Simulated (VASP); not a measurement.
Wanted: the native input for a VASP 6.6.1 run.

| Property | Result |
| --- | --- |
| Task | single point |
| Functional | LDA |
| Potentials or basis | VASP PAW LDA potentials, release 64 (Os) |
| Cutoff | 600 eV |
| k mesh | 9 × 9 × 5 |
| Occupations | methfessel-paxton, width 0.05 eV |
| Spin | no spin polarisation |
| Dipole correction | no |
| Further INCAR settings | ALGO = Normal; EDIFF = 1e-06; NBANDS = 15 |

The structure of Os lies in POSCAR:

```
Os
1.0
    2.7128190072      0.0000000000      0.0000000000
   -1.3564095036      2.3493701761      0.0000000000
    0.0000000000      0.0000000000      4.2943592179
Os
2
Direct
    0.3333333333      0.6666666667      0.2500000000
    0.6666666667      0.3333333333      0.7500000000
```

The input as run:

INCAR

```
ALGO = Normal ; EDIFF = 1E-6
ENCUT = 600 ; GGA = CA
GGA_COMPAT = F ; ISIF = 2
ISMEAR = 1 ; LASPH = T
LCHARG = T ; LELF = T
LREAL = F ; LVHAR = T
LWAVE = F ; NBANDS = 15
NELM = 120 ; PREC = Accurate
SIGMA = 0.05
```

KPOINTS

```
k-points
0
Gamma
  9 9 5
```

Potentials or basis: VASP PAW LDA potentials, release 64 (Os).

Run with:

```bash
$ cat potpaw_LDA.64/Os/POTCAR > POTCAR
$ mpirun -np 1 vasp_std > vasp.out
```

Results of the run:

The pressure is 1.3 GPa. The band gap on the k mesh is zero (bands 8 and 9 overlap by 3.98 eV).

Caveat: spin-orbit coupling is left out, which moves the levels of the heavy elements.

Wall time 20 s on 1 thread of Intel Xeon 8259CL (shared host), peak memory 0.15 GiB.
